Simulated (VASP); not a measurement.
# Se (R-3m) in VASP: a series of runs

Se is run at these levels: PBE, PBEsol; tasks: single point.

Everything below comes from runs of VASP 6.6.1. Logs are shortened: lines on timing, memory, paths and dates and some standing lists are left out, and cuts for length are marked.

## (1) The cell of the first run

The structure is trigonal, space group R-3m (No. 166). Conventional cell: a = 3.850 Å, b = 3.850 Å, c = 2.645 Å, α = 90.00°, β = 90.00°, γ = 120.00°. Within 3.2 Å of Se (site symmetry -3m) lie 14 Se at 2.39 to 2.84 Å.

## (2) Single point, PBE

INCAR reads:

```
SYSTEM = Se
ALGO = Normal
EDIFF = 1E-6
ENCUT = 500
GGA = PE
GGA_COMPAT = .FALSE.
ISIF = 2
ISMEAR = 1
LASPH = .TRUE.
LCHARG = .TRUE.
LELF = .TRUE.
LREAL = .FALSE.
LVHAR = .TRUE.
LWAVE = .FALSE.
NBANDS = 9
NELM = 120
PREC = Accurate
SIGMA = 0.2
```

KPOINTS reads:

```
k-points
0
G
  6 6 6
  0 0 0
```

POSCAR reads:

```
Se
1.0
    2.3912690000      0.0000000000      0.0000000000
   -0.7080256539      2.2840462132      0.0000000000
   -0.7080256539     -0.9607424365      2.0721585544
Se
1
Direct
    0.0000000000      0.0000000000      0.0000000000
```

Potentials or basis: VASP PAW PBE potentials, release 64 (Se).

Launch:

```
$ cat potpaw_PBE.64/Se/POTCAR > POTCAR
$ mpirun -np 1 vasp_std > vasp.out
```

OUTCAR:

```text
SYSTEM = Se
   EDIFF = 1E-6
   ENCUT = 500
   GGA = PE
   ISIF = 2
   ISMEAR = 1
   LASPH = .TRUE.
   LREAL = .FALSE.
   NELM = 120
   PREC = Accurate

 ion  position               nearest neighbor table
   1  0.000  0.000  0.000-

  LATTYP: Found a trigonal (rhomboedric) cell.
 ALAT       =     2.3912690000
 COS(alpha) =    -0.2960878320

  Lattice vectors:

 A1 = (   2.3912690000,   0.0000000000,   0.0000000000)
 A2 = (  -0.7080256539,   2.2840462132,   0.0000000000)
 A3 = (  -0.7080256539,  -0.9607424365,   2.0721585544)

Analysis of symmetry for initial positions (statically):
=====================================================================
 Subroutine PRICEL returns:
 Original cell was already a primitive cell.

 Routine SETGRP: Setting up the symmetry group for a
 trigonal (rhombohedral) supercell.

 Subroutine GETGRP returns: Found 12 space group operations
 (whereof 12 operations were pure point group operations)
 out of a pool of 12 trial point group operations.

The static configuration has the point symmetry D_3d.

Analysis of symmetry for dynamics (positions and initial velocities):
=====================================================================
 Subroutine PRICEL returns:
 Original cell was already a primitive cell.

 Routine SETGRP: Setting up the symmetry group for a
 trigonal (rhombohedral) supercell.

 Subroutine GETGRP returns: Found 12 space group operations
 (whereof 12 operations were pure point group operations)
 out of a pool of 12 trial point group operations.

The dynamic configuration has the point symmetry D_3d.

 Subroutine INISYM returns: Found 12 space group operations
 (whereof 12 operations are pure point group operations),
 and found     1 'primitive' translations

----------------------------------------------------------------------------------------

                                     Primitive cell

  volume of cell :      11.3177

  direct lattice vectors                    reciprocal lattice vectors
     2.391269000  0.000000000  0.000000000     0.418188000  0.129633030  0.202992085
    -0.708025654  2.284046213  0.000000000     0.000000000  0.437819513  0.202992085
    -0.708025654 -0.960742437  2.072158554     0.000000000  0.000000000  0.482588554

  length of vectors
     2.391269000  2.391269000  2.391269000     0.482588554  0.482588554  0.482588554

  position of ions in fractional coordinates (direct lattice)
     0.000000000  0.000000000  0.000000000

  ion indices of the primitive-cell ions
   primitive index   ion index
                 1           1

----------------------------------------------------------------------------------------

 KPOINTS: k-points

Automatic generation of k-mesh.
 Grid dimensions read from file:
 generate k-points for:    6    6    6

 Generating k-lattice:

  Cartesian coordinates                     Fractional coordinates (reciprocal lattice)
     0.069698000  0.021605505  0.033832014     0.166666667  0.000000000  0.000000000
     0.000000000  0.072969919  0.033832014     0.000000000  0.166666667  0.000000000
     0.000000000  0.000000000  0.080431426     0.000000000  0.000000000  0.166666667

  Length of vectors
     0.080431426  0.080431426  0.080431426

  Shift w.r.t. Gamma in fractional coordinates (k-lattice)
     0.000000000  0.000000000  0.000000000

 Subroutine IBZKPT returns following result:
 ===========================================

 Found     32 irreducible k-points:

 Following reciprocal coordinates:
            Coordinates               Weight
  0.000000  0.000000  0.000000      1.000000
  0.166667  0.000000  0.000000      6.000000
  0.333333  0.000000  0.000000      6.000000
  0.500000 -0.000000  0.000000      3.000000
  0.166667  0.166667  0.000000      6.000000
  0.333333  0.166667  0.000000     12.000000
[... 16 lines left out ...]
  0.500000  0.500000  0.166667      6.000000
 -0.333333  0.500000  0.166667     12.000000
 [... further k-points ...]
   k-points           NKPTS =     32   k-points in BZ     NKDIM =     32   number of bands    NBANDS=      9
   number of dos      NEDOS =    301   number of ions     NIONS =      1
   total plane-waves  NPLWV =   5832
   dimension x,y,z NGX =    18 NGY =   18 NGZ =   18
   dimension x,y,z NGXF=    36 NGYF=   36 NGZF=   36
   ions per type =               1
   NGX,Y,Z   is equivalent  to a cutoff of  12.51, 12.51, 12.51 a.u.
   NGXF,Y,Z  is equivalent  to a cutoff of  25.03, 25.03, 25.03 a.u.
 SYSTEM =  Se
   PREC   = accura    normal or accurate (medium, high low for compatibility)
   ISTART =      0    job   : 0-new  1-cont  2-samecut
   ICHARG =      2    charge: 1-file 2-atom 10-const
   ISPIN  =      1    spin polarized calculation?
   LNONCOLLINEAR =      F non collinear calculations
   LSORBIT =      F    spin-orbit coupling
   LASPH  =      T    aspherical Exc in radial PAW
   ENCUT  =  500.0 eV  36.75 Ry    6.06 a.u.   4.36  4.36  4.36*2*pi/ulx,y,z
   NELM   =    120;   NELMIN=  2; NELMDL= -5     # of ELM steps
   EDIFF  = 0.1E-05   stopping-criterion for ELM
   LREAL  =      F    real-space projection
   EDIFFG = 0.1E-04   stopping-criterion for IOM
   NSW    =      0    number of steps for IOM
   IBRION =     -1    ionic relax: 0-MD 1-quasi-New 2-CG
   NFREE  =      0    steps in history (QN), initial steepest desc. (CG)
   ISIF   =      2    stress and relaxation
   ISYM   =      2    0-nonsym 1-usesym 2-fastsym
   POTIM  = 0.5000    time-step for ionic-motion
   TEBEG  =    0.0;   TEEND  =   0.0 temperature during run
   PSTRESS=    0.0 pullay stress
   NELECT =       6.0000    total number of electrons
   NUPDOWN=      -1.0000    fix difference up-down
   EMIN   =  10.00;   EMAX   =-10.00  energy-range for DOS
   EFERMI =   0.00;   METHOD = LEGACY
   ISMEAR =     1;   SIGMA  =   0.20  broadening in eV -4-tet -1-fermi 0-gaus
   EFERMI_NEDOS =   21; number of points for ismear=-14 and -15
   IALGO  =     38    algorithm
   IMIX   =      4    mixing-type and parameters
     AMIX     =   0.40;   BMIX     =  1.00
     AMIX_MAG =   1.60;   BMIX_MAG =  1.00
  volume/ion in A,a.u.               =      11.32        76.38
  Fermi-wavevector in a.u.,A,eV,Ry     =   1.324971  2.503833 23.885694  1.755549
  Thomas-Fermi vector in A             =   2.454467
   LORBIT       =      0    0 simple, 1 ext, 2 COOP (PROOUT), +10 PAW based schemes
   GGA     = PE    functional components
   LHFCALC =     F    Hartree Fock is set to
   AEXX    =    0.0000 exact exchange contribution
   IVDW    =     0    specifies the selected vdW correction
   LEPSILON=     F    determine dielectric tensor
   LRPA    =     F    only Hartree local field effects (RPA)
 non-spin polarized calculation
 Methfessel and Paxton  Order N= 1 SIGMA  =   0.20
  energy-cutoff  :      500.00
  volume of cell :       11.32
 maximum number of plane-waves:       298
 NGX is ok and might be reduce to    18
   NGX =  9   NGY =  9   NGZ =  9

 number of electron       6.0000000 magnetization

 Free energy of the ion-electron system (eV)
  ---------------------------------------------------
  ext. energy  EPLUGINS =         0.00000000
  ---------------------------------------------------
  free energy    TOTEN  =        -0.34612712 eV

  energy without entropy =       -0.34322546  energy(sigma->0) =       -0.34515990

 E-fermi :  14.9014     XC(G=0): -13.4459

 val. band max:       14.8438489703   @ k =  -0.3333   0.1667   0.0000
 cond. band min:      14.9635712732   @ k =  -0.3333   0.1667   0.1667
 fundamental gap:      0.1197223029
 Fermi energy:        14.9014078685

 k-point     1 :       0.0000    0.0000    0.0000
  band No.  band energies     occupation
      1      -8.7894      2.00000
      2      20.4009      0.00000
      3      22.6431      0.00000
      4      22.6431      0.00000
      5      27.2498      0.00000
      6      27.2498      0.00000
      7      29.7373      0.00000
      8      33.4075      0.00000
      9      33.4083      0.00000

 k-point     2 :       0.1667    0.0000    0.0000
  band No.  band energies     occupation
      1      -7.8341      2.00000
      2      14.9755      0.41820
      3      19.5702      0.00000
      4      21.4335      0.00000
      5      26.0944      0.00000
      6      27.4779      0.00000
      7      32.4483      0.00000
      8      32.4784      0.00000
      9      33.9196      0.00000

 k-point     3 :       0.3333    0.0000    0.0000
  band No.  band energies     occupation
      1      -5.0089      2.00000
      2       6.9552      2.00000
      3      17.3632     -0.00000
      4      19.9499      0.00000
      5      23.5966      0.00000
      6      24.9802      0.00000
      7      34.9753      0.00000
      8      37.0098      0.00000
      9      39.1816      0.00000

 k-point     4 :       0.5000   -0.0000    0.0000
  band No.  band energies     occupation
      1      -1.5260      2.00000
      2       1.6422      2.00000
      3      16.5494     -0.00000
      4      19.4298      0.00000
      5      22.5636      0.00000
      6      24.0958      0.00000
      7      38.5989      0.00000
      8      40.2890      0.00000
      9      40.5682      0.00000
[... 205 lines left out ...]
 k-point    22 :      -0.1667    0.3333    0.1667
  band No.  band energies     occupation
      1      -3.9045      2.00000
      2       7.9584      2.00000
      3      13.8220      2.00000
      4      16.9369     -0.00000
      5      23.9056      0.00000
      6      28.5585      0.00000
      7      31.2026      0.00000
      8      33.8751      0.00000
      9      37.2809      0.00000

 k-point    23 :       0.5000    0.5000    0.1667
  band No.  band energies     occupation
      1       1.3288      2.00000
      2       3.0972      2.00000
      3      11.6209      2.00000
      4      16.1165     -0.00000
      5      22.3498      0.00000
      6      26.4799      0.00000
      7      27.5302      0.00000
      8      31.4420      0.00000
      9      47.3646      0.00000

 k-point    24 :      -0.3333    0.5000    0.1667
  band No.  band energies     occupation
      1       0.2602      2.00000
      2       5.4641      2.00000
      3       8.3183      2.00000
      4      17.6773     -0.00000
      5      22.7061      0.00000
      6      26.7289      0.00000
      7      29.0101      0.00000
      8      33.6311      0.00000
      9      39.9578      0.00000

 [... further k-points ...]

------------------------ aborting loop because EDIFF is reached ----------------------------------------

  FORCE on cell =-STRESS in cart. coord.  units (eV):
  Direction    XX          YY          ZZ          XY          YZ          ZX
  --------------------------------------------------------------------------------------
  -------------------------------------------------------------------------------------
  Total       10.9054768     10.9607980     11.1366119      0.0892314      0.1896003      0.1397272
  in kB     1543.8280840   1551.6596040   1576.5485986     12.6319953     26.8406709     19.7804144
  external PRESSURE =    1557.3454289 kB  Pullay stress =       0.0000000 kB

 VOLUME and BASIS-vectors are now :
 -----------------------------------------------------------------------------
  energy-cutoff  :      500.00
  volume of cell :       11.32
      direct lattice vectors                 reciprocal lattice vectors
     2.391269000  0.000000000  0.000000000     0.418188000  0.129633030  0.202992085
    -0.708025654  2.284046213  0.000000000     0.000000000  0.437819513  0.202992085
    -0.708025654 -0.960742437  2.072158554     0.000000000  0.000000000  0.482588554

 POSITION                                       TOTAL-FORCE (eV/Angst)
 -----------------------------------------------------------------------------------
      0.00000      0.00000      0.00000         0.000000      0.000000      0.000000
 -----------------------------------------------------------------------------------
    total drift:                                0.000000     -0.000000      0.000000

  FREE ENERGIE OF THE ION-ELECTRON SYSTEM (eV)
  ---------------------------------------------------
  free  energy   TOTEN  =        -0.3461271205 eV

  energy  without entropy=       -0.3432254644  energy(sigma->0) =       -0.34515990
```

Wall time 8.9 s (1 thread of AMD EPYC 7R13, shared host); peak memory 0.09 GiB.

Results:

* Free energy: -0.3461 eV
* Pressure: 155.7 GPa
* Band gap on the k mesh: zero (band 3 reaches 22.64 eV, above the bottom of band 4 at 9.97 eV)

Stress tensor (GPa, compression positive):
```
154.38   1.26   1.98
  1.26 155.17   2.68
  1.98   2.68 157.65
```

Caveat: the k points lie up to 0.51 Å⁻¹ apart.

(Part 1 of 2 ends here.)
